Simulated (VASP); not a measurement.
Input of a VASP 6.6.1 run:

Contents of INCAR:

```
SYSTEM = SrTl
ALGO = Normal
EDIFF = 1E-6
ENCUT = 520
ISIF = 2
ISMEAR = -1
LASPH = .True.
LCHARG = .True.
LELF = .True.
LREAL = .False.
LVHAR = .True.
LWAVE = .False.
NBANDS = 18
NELM = 100
PREC = Accurate
SIGMA = 0.05
```

KPOINTS

```
k-points
0
Gamma
  12 12 12
  0 0 0
```

The input POSCAR:

```
SrTl
1.0
    3.9486415395      0.0000000000      0.0000000000
    0.0000000000      3.9486415395      0.0000000000
    0.0000000000      0.0000000000      3.9486415395
Sr Tl
1 1
Direct
    0.0000000000      0.0000000000      0.0000000000
    0.5000000000      0.5000000000      0.5000000000
```

Potentials or basis: VASP PAW LDA potentials, release 64 (Sr_sv, Tl_d).

Run with:

```console
$ cat potpaw_LDA.64/Sr_sv/POTCAR potpaw_LDA.64/Tl_d/POTCAR > POTCAR
$ mpirun -np 1 vasp_std > vasp.out
```

Question: What does it give for the pressure?

Answer: 0.1 GPa.
